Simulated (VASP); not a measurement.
Here is a VASP 6.6.1 calculation.

File INCAR:

```
PREC = Accurate
ENCUT = 520
EDIFF = 1E-6
ISMEAR = -1
SIGMA = 0.05
LREAL = F
LASPH = T
NELM = 60
ALGO = Normal
ISIF = 2
LWAVE = F
LCHARG = F
GGA = PE
ALDAC = 0.0
AGGAC = 0.0
NBANDS = 17
```

File KPOINTS:

```
regular mesh
0
Gamma
  8 8 8
```

The input POSCAR:

```
PbSe
1.0
    0.0000000000      3.1009263293      3.1009263293
    3.1009263293      0.0000000000      3.1009263293
    3.1009263293      3.1009263293      0.0000000000
Pb Se
1 1
Direct
    0.0000000000      0.0000000000      0.0000000000
    0.5000000000      0.5000000000      0.5000000000
```

Potentials or basis: VASP PAW PBE potentials, release 64 (Pb_d, Se).

Run with:

```console
$ cat potpaw_PBE.64/Pb_d/POTCAR potpaw_PBE.64/Se/POTCAR > POTCAR
$ mpirun -np 1 vasp_std > vasp.out
```

Estimate the band gap on the k mesh.

0.53 eV, direct.

Predict the pressure.

8.7 GPa.

Caveat: spin-orbit coupling is left out, which moves the levels of the heavy elements. A k mesh can miss the band edges.
